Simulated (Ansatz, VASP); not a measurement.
## Two plane-wave programs on MgZn4O

INCAR

```
PREC     = Accurate       # precision mode
ENCUT    = 600            # plane-wave cutoff, eV
EDIFF    = 1E-6           # SCF threshold, eV
ISMEAR   = 0              # smearing method
SIGMA    = 0.2            # smearing width, eV
LREAL    = False          # projectors in reciprocal space
LASPH    = True           # aspherical terms in the spheres
NELM     = 100            # most SCF steps
ALGO     = Normal         # electronic algorithm
ISIF     = 3              # what is computed and relaxed
LWAVE    = False          # write WAVECAR
LCHARG   = False          # write CHGCAR
GGA      = PE             # functional
IBRION   = 2              # ionic algorithm
NSW      = 36             # ionic steps
EDIFFG   = -0.08          # ionic threshold
```

The input KPOINTS:

```
Automatic mesh
0
Gamma
  4 4 4
```

The input POSCAR:

```
MgZn4O
1.0
    4.8865425300      0.0000000000      0.0000000000
   -2.4432712600      4.2318699700      0.0000000000
    0.0000000000      0.0000000000      4.0072533100
Mg Zn O
1 4 1
Direct
    0.0000000000      0.0000000000      0.0000000000
    0.6666666700      0.3333333300      0.0000000000
    0.4989508400      0.9979016800      0.5000000000
    0.0020983200      0.5010491600      0.5000000000
    0.4989508400      0.5010491600      0.5000000000
    0.3333333300      0.6666666700      0.0000000000
```

Input for Ansatz:

```yaml
crystal:
  lattice:
    - [4.88654253, 0.0, 0.0]
    - [-2.44327126, 4.23186997, 0.0]
    - [0.0, 0.0, 4.00725331]
  atoms:
    - { symbol: Mg, position: [0.0, 0.0, 0.0] }
    - { symbol: Zn, position: [0.66666667, 0.33333333, 0.0] }
    - { symbol: Zn, position: [0.49895084, 0.99790168, 0.5] }
    - { symbol: Zn, position: [0.00209832, 0.50104916, 0.5] }
    - { symbol: Zn, position: [0.49895084, 0.50104916, 0.5] }
    - { symbol: O, position: [0.33333333, 0.66666667, 0.0] }
basis:
  ecutwfc: 420
kpoints:
  mp_grid: { grid: [4, 4, 4] }
hamiltonian:
  xc: pbe
scf:
  occupations: { method: gaussian, width: 0.2 }
  lower_state_search: "off"
output:
  forces: true
  stress: true
  eigenvalues: true
relax:
  adjacent_minimum: "off"
  f_tol: 0.08
  max_steps: 16
  cell: { stress_tol: 0.8 }
```

Change from the starting cell: species swapped into the HoCu4Ni type (P-6m2, No. 187).

Alike in both runs: task relaxation of cell and atoms; functional PBE; k mesh 4 × 4 × 4; occupations gaussian, width 0.2 eV; no spin polarisation.

|  | VASP | Ansatz |
| --- | --- | --- |
| version | VASP 6.6.1 | Ansatz 0.2.0 |
| potentials or method | VASP PAW PBE potentials, release 64 (Mg, Zn, O), cutoff 600 eV | scalar-relativistic, plane waves, PAW |
| valence electrons in the cell | 56 | 64 |

VASP gave:

```
gap on the k mesh at the Fermi level, each at its own relaxed structure (eV) : none
relaxed volume (Å³/atom)                                                     : 15.83
relaxed cell length with the largest relative difference (Å)                 : 3.807
```

Task: What did Ansatz give for the same quantities?

Result: gap on the k mesh at the Fermi level, each at its own relaxed structure (eV): none; relaxed volume (Å³/atom): 15.67; relaxed cell length with the largest relative difference (Å): 3.851.

A gap of «none» marks a metal or a gap that the smearing closes. VASP's potentials hold 56 valence electrons a cell and Ansatz's 64, so a difference there can come from the potentials and not from the codes.

The k mesh is coarse, so the values compare programs but aren't converged.
